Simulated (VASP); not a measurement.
Runs of VASP 6.6.1 on Ba. The structure is that of space group Pm-3m (No. 221), or close to it. The cells are those of the table. This isn't the form of Ba at room conditions, which is bcc.

```csv
cell,gap on the mesh (eV),pressure (GPa)
"a = 3.955 Å, 1 atom",-,0.1
"a = 3.298 Å, 1 atom",none,(a)
"a = 3.139 Å, 1 atom",none,17.8
"a = 2.985 Å, 1 atom",none,32.1
"a = 3.478 Å, 1 atom",none,(b)
"a = 3.641 Å, 1 atom",none,3.1
```

Alike in all rows: task single point; level PBE; potentials or basis VASP PAW PBE potentials, release 64 (Ba_sv); no spin polarisation; k mesh 9 × 9 × 9; cutoff (eV) 520; smearing fermi-dirac 0.08 eV.

Task: Estimate the missing entries.

Result: (a) 10.5; (b) 5.9.

Caveats: spin-orbit coupling is left out, which moves the levels of the heavy elements; the cell stands under pressure (at least some runs).

A k mesh can miss the band edges, and the runs leave out spin-orbit coupling on Ba.

A gap of «none» marks levels without a gap at the run's occupations.
